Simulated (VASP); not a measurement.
Input of a VASP 6.6.1 run:

File INCAR:

```
SYSTEM = C
PREC     = Accurate       ! precision mode
ENCUT    = 600            ! plane-wave cutoff, eV
EDIFF    = 1E-6           ! SCF threshold, eV
ISMEAR   = 0              ! smearing method
SIGMA    = 0.1            ! smearing width, eV
LREAL    = .FALSE.        ! projectors in reciprocal space
LASPH    = .TRUE.         ! aspherical terms in the spheres
NELM     = 60             ! most SCF steps
ALGO     = Normal         ! electronic algorithm
ISIF     = 3              ! what is computed and relaxed
LWAVE    = .FALSE.        ! write WAVECAR
LCHARG   = .FALSE.        ! write CHGCAR
GGA      = PE             ! functional
IVDW     = 12             ! dispersion correction
IBRION   = 2              ! ionic algorithm
NSW      = 100            ! ionic steps
EDIFFG   = -0.005         ! ionic threshold
```

Contents of KPOINTS:

```
regular mesh
0
G
  21 21 6
  0 0 0
```

POSCAR

```
C
1.0
    2.4649740435      0.0000000000      0.0000000000
   -1.2324870217      2.1347301413      0.0000000000
    0.0000000000      0.0000000000      6.7441729557
C
4
Direct
    0.0000000000      0.0000000000      0.2500000000
    0.0000000000      0.0000000000      0.7500000000
    0.3333333333      0.6666666667      0.2500000000
    0.6666666667      0.3333333333      0.7500000000
```

Potentials or basis: VASP PAW PBE potentials, release 64 (C).

Launch:

```console
$ cat potpaw_PBE.64/C/POTCAR > POTCAR
$ mpirun -np 1 vasp_std > vasp.out
```

Question: Predict the dispersion energy per atom.

Answer: -0.158 eV.

Question: Predict the relaxed volume.

Answer: 8.77 Å³/atom.

Question: Estimate the band gap on the k mesh.

Answer: Zero (band 8 reaches 4.74 eV, above the bottom of band 9 at 4.71 eV).

Question: Predict the relaxed cell.

Answer: a = 2.465 Å, b = 2.465 Å, c = 6.665 Å, α = 90.00°, β = 90.00°, γ = 120.00°.

Step by step:
```
step  energy change (eV)  largest force (eV/Å)  pressure (GPa)  volume (Å³)
   1              0.0000                0.0000            0.02        35.49
   2              0.0000                0.0000           -0.40        35.49
   3              0.0000                0.0000           -0.29        35.49
   4             -0.0001                0.0000           -0.28        35.47
   5             -0.0002                0.0000           -0.27        35.42
   6             -0.0003                0.0000           -0.32        35.32
   7             -0.0003                0.0000           -0.33        35.12
   8             -0.0003                0.0000            0.53        35.01
   9             -0.0004                0.0000           -0.02        35.08
```
